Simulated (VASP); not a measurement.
Wanted: the native input for a VASP 6.6.1 run.

```
Task                   : single point
Functional             : PBE
Potentials or basis    : VASP PAW PBE potentials, release 64 (K_sv, Cl)
Cutoff                 : 500 eV
k mesh                 : 6 × 6 × 6
Occupations            : fermi-dirac, width 0.02 eV
Spin                   : no spin polarisation
Dipole correction      : no
Further INCAR settings : ALGO = Normal; EDIFF = 1e-06; NBANDS = 15
```

The structure of KCl lies in POSCAR:

```
KCl
1.0
    0.0000000000      3.1778696659      3.1778696659
    3.1778696659      0.0000000000      3.1778696659
    3.1778696659      3.1778696659      0.0000000000
K Cl
1 1
Direct
    0.0000000000      0.0000000000      0.0000000000
    0.5000000000      0.5000000000      0.5000000000
```

One way to write it, as run:

INCAR

```
ALGO = Normal
EDIFF = 1E-6
ENCUT = 500
GGA = PE
GGA_COMPAT = F
ISIF = 2
ISMEAR = -1
LASPH = T
LCHARG = T
LELF = T
LREAL = F
LVHAR = T
LWAVE = F
NBANDS = 15
NELM = 120
PREC = Accurate
SIGMA = 0.02
```

KPOINTS

```
k-points
0
Gamma
  6 6 6
```

Potentials or basis: VASP PAW PBE potentials, release 64 (K_sv, Cl).

Run with:

```sh
$ cat potpaw_PBE.64/K_sv/POTCAR potpaw_PBE.64/Cl/POTCAR > POTCAR
$ mpirun -np 1 vasp_std > vasp.out
```

Results of the run:

```json
{
  "Pressure": "0.2 GPa",
  "Band gap on the k mesh": "5.09 eV, direct"
}
```

It took 33 s on 1 thread of Intel Xeon 8259CL, on a shared host, peak memory 0.2 GiB.
